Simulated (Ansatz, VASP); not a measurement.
**One calculation of SnH2, two programs**

Contents of INCAR:

```
PREC     = Accurate       # precision mode
ENCUT    = 600            # plane-wave cutoff, eV
EDIFF    = 1E-6           # SCF threshold, eV
ISMEAR   = 0              # smearing method
SIGMA    = 0.1            # smearing width, eV
LREAL    = F              # projectors in reciprocal space
LASPH    = T              # aspherical terms in the spheres
NELM     = 100            # most SCF steps
ALGO     = Normal         # electronic algorithm
ISIF     = 3              # what is computed and relaxed
LWAVE    = F              # write WAVECAR
LCHARG   = F              # write CHGCAR
GGA      = PE             # functional
IBRION   = 2              # ionic algorithm
NSW      = 100            # ionic steps
EDIFFG   = -0.01          # ionic threshold
```

The input KPOINTS:

```
regular mesh
0
Gamma
  8 8 8
```

File POSCAR:

```
SnH2
1.0
    0.0000000000      4.1091956060      4.1091956060
    4.1091956060      0.0000000000      4.1091956060
    4.1091956060      4.1091956060      0.0000000000
Sn H
3 6
Direct
    0.0000000000      0.0000000000      0.0000000000
    0.7500000000      0.7500000000      0.7500000000
    0.2500000000      0.2500000000      0.2500000000
    0.5000000000      0.0000000000      0.0000000000
    0.0000000000      0.5000000000      0.0000000000
    0.0000000000      0.0000000000      0.5000000000
    0.0000000000      0.5000000000      0.5000000000
    0.5000000000      0.0000000000      0.5000000000
    0.5000000000      0.5000000000      0.0000000000
```

Input for Ansatz:

```yaml
crystal:
  lattice:
    - [0.0, 4.109195606, 4.109195606]
    - [4.109195606, 0.0, 4.109195606]
    - [4.109195606, 4.109195606, 0.0]
  atoms:
    - { symbol: Sn, position: [0.0, 0.0, 0.0] }
    - { symbol: Sn, position: [0.75, 0.75, 0.75] }
    - { symbol: Sn, position: [0.25, 0.25, 0.25] }
    - { symbol: H, position: [0.5, 0.0, 0.0] }
    - { symbol: H, position: [0.0, 0.5, 0.0] }
    - { symbol: H, position: [0.0, 0.0, 0.5] }
    - { symbol: H, position: [0.0, 0.5, 0.5] }
    - { symbol: H, position: [0.5, 0.0, 0.5] }
    - { symbol: H, position: [0.5, 0.5, 0.0] }
basis:
  ecutwfc: 420
kpoints:
  mp_grid: { grid: [8, 8, 8] }
hamiltonian:
  xc: pbe
scf:
  occupations: { method: gaussian, width: 0.1 }
output:
  forces: true
  stress: true
  eigenvalues: true
  write_density: true
  write_potential: true
  elf: true
  volumetric_format: npy
relax:
  adjacent_minimum: "off"
  f_tol: 0.01
  max_steps: 80
  cell: { stress_tol: 0.05 }
```

Alike in both runs: task relaxation of cell and atoms; functional PBE; k mesh 8 × 8 × 8; occupations gaussian, width 0.1 eV; no spin polarisation.

```csv
,VASP,Ansatz
version,VASP 6.6.1,Ansatz 0.2.0
potentials or method,"VASP PAW PBE potentials, release 64 (Sn_d, H), cutoff 600 eV","scalar-relativistic, plane waves, PAW"
valence electrons in the cell,48,48
```

```csv
,VASP,Ansatz,Ansatz less VASP
"gap on the k mesh at the Fermi level, each at its own relaxed structure (eV)",none,none,-
relaxed volume (Å³/atom),15.42,15.42,0.000
relaxed cell length with the largest relative difference (Å),5.811,5.811,0.0000
```

A gap of «none» marks a metal or a gap that the smearing closes.

Noted on VASP's run: the relaxation stopped at its first step, so nothing moved.
